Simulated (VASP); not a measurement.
# Rh (Immm) in VASP: a series of runs

Runs on Rh. Level: PBE. Tasks: single point.

Program: VASP 6.6.1. These are calculated values, not measurements. Logs are shortened: lines on timing, memory, paths and dates and some standing lists are left out, and cuts for length are marked.

### 1 The cell of the first run

Symmetry: Immm, No. 71, orthorhombic system. The conventional cell has a = 2.662 Å, b = 2.716 Å, c = 3.803 Å, α = 90.00°, β = 90.00°, γ = 90.00°. Rh (site symmetry mmm) has 12 Rh at 2.66 to 2.72 Å within 3.5 Å.

### 2 Single point, PBE (strain -0.0200 x Voigt [0, 0, 0, 1, 0, 0])

File INCAR:

```
PREC = Accurate ; ENCUT = 520
EDIFF = 1E-6 ; ISMEAR = 0
SIGMA = 0.15 ; LREAL = False
LASPH = True ; NELM = 80
ALGO = Fast ; ISIF = 2
LWAVE = False ; LCHARG = False
GGA = PE ; NBANDS = 14
```

File KPOINTS:

```
Automatic mesh
0
Gamma
  22 22 22
```

File POSCAR:

```
Rh
1.0
    0.0000000000      1.8825345000      1.8825345000
    1.9015500000     -0.0190155000      1.9015500000
    1.9015500000      1.9015500000     -0.0190155000
Rh
1
Direct
    0.0000000000      0.0000000000      0.0000000000
```

Potentials or basis: VASP PAW PBE potentials, release 64 (Rh_pv).

On the command line:

```sh
> cat potpaw_PBE.64/Rh_pv/POTCAR > POTCAR
> mpirun -np 1 vasp_std > vasp.out
```

OUTCAR:

```text
PREC = Accurate
   ENCUT = 520
   EDIFF = 1E-6
   ISMEAR = 0
   LREAL = False
   LASPH = True
   NELM = 80
   ISIF = 2
   GGA = PE

 ion  position               nearest neighbor table
   1  0.000  0.000  0.000-

  LATTYP: Found a body centered orthorhombic cell.
 ALAT       =     2.6623058215
 B/A-ratio  =     1.0202020202
 C/A-ratio  =     1.4284985479

  Lattice vectors:

 A1 = (  -1.9015500000,   0.0190155000,  -1.9015500000)
 A2 = (  -1.9015500000,  -0.0190155000,   1.9015500000)
 A3 = (   1.9015500000,   1.9015500000,  -0.0190155000)

Analysis of symmetry for initial positions (statically):
=====================================================================
 Subroutine PRICEL returns:
 Original cell was already a primitive cell.

 Routine SETGRP: Setting up the symmetry group for a
 body centered orthorhombic supercell.

 Subroutine GETGRP returns: Found  8 space group operations
 (whereof  8 operations were pure point group operations)
 out of a pool of  8 trial point group operations.

The static configuration has the point symmetry D_2h.

Analysis of symmetry for dynamics (positions and initial velocities):
=====================================================================
 Subroutine PRICEL returns:
 Original cell was already a primitive cell.

 Routine SETGRP: Setting up the symmetry group for a
 body centered orthorhombic supercell.

 Subroutine GETGRP returns: Found  8 space group operations
 (whereof  8 operations were pure point group operations)
 out of a pool of  8 trial point group operations.

The dynamic configuration has the point symmetry D_2h.

 Subroutine INISYM returns: Found  8 space group operations
 (whereof  8 operations are pure point group operations),
 and found     1 'primitive' translations

----------------------------------------------------------------------------------------

                                     Primitive cell

  volume of cell :      13.7502

  direct lattice vectors                    reciprocal lattice vectors
     0.000000000  1.882534500  1.882534500    -0.262943388  0.265599382  0.265599382
     1.901550000 -0.019015500  1.901550000     0.262943388 -0.260339988  0.260339988
     1.901550000  1.901550000 -0.019015500     0.262943388  0.260339988 -0.260339988

  length of vectors
     2.662305822  2.689265029  2.689265029     0.458503314  0.452430154  0.452430154

  position of ions in fractional coordinates (direct lattice)
     0.000000000  0.000000000  0.000000000

  ion indices of the primitive-cell ions
   primitive index   ion index
                 1           1

----------------------------------------------------------------------------------------

 KPOINTS: Automatic mesh

Automatic generation of k-mesh.
 Grid dimensions read from file:
 generate k-points for:   22   22   22

 Generating k-lattice:

  Cartesian coordinates                     Fractional coordinates (reciprocal lattice)
    -0.011951972  0.012072699  0.012072699     0.045454545 -0.000000000 -0.000000000
     0.011951972 -0.011833636  0.011833636     0.000000000  0.045454545  0.000000000
     0.011951972  0.011833636 -0.011833636     0.000000000  0.000000000  0.045454545

  Length of vectors
     0.020841060  0.020565007  0.020565007

  Shift w.r.t. Gamma in fractional coordinates (k-lattice)
     0.000000000  0.000000000  0.000000000

 Subroutine IBZKPT returns following result:
 ===========================================

 Found   1530 irreducible k-points:

 Following reciprocal coordinates:
            Coordinates               Weight
  0.000000  0.000000  0.000000      1.000000
  0.045455  0.000000 -0.000000      4.000000
  0.090909  0.000000 -0.000000      4.000000
  0.136364  0.000000 -0.000000      4.000000
  0.181818 -0.000000 -0.000000      4.000000
  0.227273 -0.000000 -0.000000      4.000000
[... 16 lines left out ...]
  0.454545  0.045455 -0.000000      8.000000
  0.500000  0.045455 -0.000000      8.000000
 [... further k-points ...]
   k-points           NKPTS =   1530   k-points in BZ     NKDIM =   1530   number of bands    NBANDS=     14
   number of dos      NEDOS =    301   number of ions     NIONS =      1
   total plane-waves  NPLWV =   8000
   dimension x,y,z NGX =    20 NGY =   20 NGZ =   20
   dimension x,y,z NGXF=    40 NGYF=   40 NGZF=   40
   ions per type =               1
   NGX,Y,Z   is equivalent  to a cutoff of  12.49, 12.36, 12.36 a.u.
   NGXF,Y,Z  is equivalent  to a cutoff of  24.98, 24.73, 24.73 a.u.
 SYSTEM =  unknown system
   PREC   = accura    normal or accurate (medium, high low for compatibility)
   ISTART =      0    job   : 0-new  1-cont  2-samecut
   ICHARG =      2    charge: 1-file 2-atom 10-const
   ISPIN  =      1    spin polarized calculation?
   LNONCOLLINEAR =      F non collinear calculations
   LSORBIT =      F    spin-orbit coupling
   LASPH  =      T    aspherical Exc in radial PAW
   ENCUT  =  520.0 eV  38.22 Ry    6.18 a.u.   4.95  5.00  5.00*2*pi/ulx,y,z
   NELM   =     80;   NELMIN=  2; NELMDL= -5     # of ELM steps
   EDIFF  = 0.1E-05   stopping-criterion for ELM
   LREAL  =      F    real-space projection
   EDIFFG = 0.1E-04   stopping-criterion for IOM
   NSW    =      0    number of steps for IOM
   IBRION =     -1    ionic relax: 0-MD 1-quasi-New 2-CG
   NFREE  =      0    steps in history (QN), initial steepest desc. (CG)
   ISIF   =      2    stress and relaxation
   ISYM   =      2    0-nonsym 1-usesym 2-fastsym
   POTIM  = 0.5000    time-step for ionic-motion
   TEBEG  =    0.0;   TEEND  =   0.0 temperature during run
   PSTRESS=    0.0 pullay stress
   NELECT =      15.0000    total number of electrons
   NUPDOWN=      -1.0000    fix difference up-down
   EMIN   =  10.00;   EMAX   =-10.00  energy-range for DOS
   EFERMI =   0.00;   METHOD = LEGACY
   ISMEAR =     0;   SIGMA  =   0.15  broadening in eV -4-tet -1-fermi 0-gaus
   EFERMI_NEDOS =   21; number of points for ismear=-14 and -15
   IALGO  =     68    algorithm
   IMIX   =      4    mixing-type and parameters
     AMIX     =   0.40;   BMIX     =  1.00
     AMIX_MAG =   1.60;   BMIX_MAG =  1.00
  volume/ion in A,a.u.               =      13.75        92.79
  Fermi-wavevector in a.u.,A,eV,Ry     =   1.685267  3.184692 38.642232  2.840124
  Thomas-Fermi vector in A             =   2.768141
   LORBIT       =      0    0 simple, 1 ext, 2 COOP (PROOUT), +10 PAW based schemes
   GGA     = PE    functional components
   LHFCALC =     F    Hartree Fock is set to
   AEXX    =    0.0000 exact exchange contribution
   IVDW    =     0    specifies the selected vdW correction
   LEPSILON=     F    determine dielectric tensor
   LRPA    =     F    only Hartree local field effects (RPA)
 non-spin polarized calculation
 RMM-DIIS sequential band-by-band and
 Gauss-broadening in eV      SIGMA  =   0.15
  energy-cutoff  :      520.00
  volume of cell :       13.75
 maximum number of plane-waves:       382
   NGX =  9   NGY =  9   NGZ =  9

 number of electron      15.0000005 magnetization

 Free energy of the ion-electron system (eV)
  ---------------------------------------------------
  ext. energy  EPLUGINS =         0.00000000
  ---------------------------------------------------
  free energy    TOTEN  =        -7.25720478 eV

  energy without entropy =       -7.24202447  energy(sigma->0) =       -7.24961462

 E-fermi :  11.8954     XC(G=0): -14.0308

 val. band max:       11.8952397482   @ k =  -0.1364   0.3182   0.2273
 cond. band min:      11.8966042617   @ k =  -0.0455   0.3636   0.0909
 fundamental gap:      0.0013645135
 Fermi energy:        11.8953792405

 k-point     1 :       0.0000    0.0000    0.0000
  band No.  band energies     occupation
      1     -34.4813      2.00000
      2     -34.4782      2.00000
      3     -34.4745      2.00000
      4       3.9441      2.00000
      5       8.7042      2.00000
      6       8.8123      2.00000
      7       8.9479      2.00000
      8      10.9131      2.00000
      9      10.9161      2.00000
     10      27.8937      0.00000
     11      32.4328      0.00000
     12      33.0433      0.00000
     13      33.3649      0.00000
     14      33.6838      0.00000

 k-point     2 :       0.0455    0.0000   -0.0000
  band No.  band energies     occupation
      1     -34.4916      2.00000
      2     -34.4833      2.00000
      3     -34.4791      2.00000
      4       4.0293      2.00000
      5       8.7383      2.00000
      6       8.8164      2.00000
      7       8.9411      2.00000
      8      10.8911      2.00000
      9      10.8945      2.00000
     10      28.0211      0.00000
     11      32.4320      0.00000
     12      33.0275      0.00000
     13      33.1696      0.00000
     14      33.6258      0.00000

 k-point     3 :       0.0909    0.0000   -0.0000
  band No.  band energies     occupation
      1     -34.5373      2.00000
      2     -34.4894      2.00000
      3     -34.4860      2.00000
      4       4.2776      2.00000
      5       8.7453      2.00000
      6       8.8325      2.00000
      7       9.0089      2.00000
      8      10.8358      2.00000
      9      10.8399      2.00000
     10      28.3770      0.00000
     11      31.9093      0.00000
     12      32.4351      0.00000
     13      33.5396      0.00000
     14      33.9512      0.00000
[... 324 lines left out ...]
 k-point    23 :       0.4545    0.0455   -0.0000
  band No.  band energies     occupation
      1     -35.1975      2.00000
      2     -34.5918      2.00000
      3     -34.5845      2.00000
      4       5.8820      2.00000
      5       8.6248      2.00000
      6       8.9212      2.00000
      7      11.3961      2.00000
      8      12.4676      0.00000
      9      13.0816      0.00000
     10      21.3899      0.00000
     11      27.5968      0.00000
     12      32.4328      0.00000
     13      33.0299      0.00000
     14      33.3754      0.00000

 k-point    24 :       0.5000    0.0455   -0.0000
  band No.  band energies     occupation
      1     -35.2208      2.00000
      2     -34.5954      2.00000
      3     -34.5884      2.00000
      4       5.8478      2.00000
      5       8.5896      2.00000
      6       8.8757      2.00000
      7      11.7065      1.92509
      8      12.5251      0.00000
      9      13.4906      0.00000
     10      20.7261      0.00000
     11      27.4333      0.00000
     12      32.4319      0.00000
     13      32.7327      0.00000
     14      33.0823      0.00000

 [... further k-points ...]

------------------------ aborting loop because EDIFF is reached ----------------------------------------

  FORCE on cell =-STRESS in cart. coord.  units (eV):
  Direction    XX          YY          ZZ          XY          YZ          ZX
  --------------------------------------------------------------------------------------
  -------------------------------------------------------------------------------------
  Total        0.5005109      0.5191841      0.5191841      0.0000000      0.3497087      0.0000000
  in kB       58.3195724     60.4953763     60.4953763      0.0000000     40.7480911      0.0000000
  external PRESSURE =      59.7701083 kB  Pullay stress =       0.0000000 kB

 VOLUME and BASIS-vectors are now :
 -----------------------------------------------------------------------------
  energy-cutoff  :      520.00
  volume of cell :       13.75
      direct lattice vectors                 reciprocal lattice vectors
     0.000000000  1.882534500  1.882534500    -0.262943388  0.265599382  0.265599382
     1.901550000 -0.019015500  1.901550000     0.262943388 -0.260339988  0.260339988
     1.901550000  1.901550000 -0.019015500     0.262943388  0.260339988 -0.260339988

 POSITION                                       TOTAL-FORCE (eV/Angst)
 -----------------------------------------------------------------------------------
      0.00000      0.00000      0.00000        -0.000000     -0.000000     -0.000000
 -----------------------------------------------------------------------------------
    total drift:                                0.000000      0.000000      0.000000

  FREE ENERGIE OF THE ION-ELECTRON SYSTEM (eV)
  ---------------------------------------------------
  free  energy   TOTEN  =        -7.2572047788 eV

  energy  without entropy=       -7.2420244666  energy(sigma->0) =       -7.24961462
```

It took 88 s on 1 thread of Intel Xeon 6975P-C (Granite Rapids), shared host; peak memory 0.36 GiB.

Results:

| Item | Value |
| --- | --- |
| Free energy | -7.2572 eV |
| Pressure | 6.0 GPa |
| Band gap on the k mesh | zero (an odd number of electrons rules out a gap without spin polarisation) |

Caveat: the cell differs from its parent crystal (strain -0.0200 x Voigt [0, 0, 0, 1, 0, 0]); the cell stands under pressure.

(Continued in part 2 of 2.)
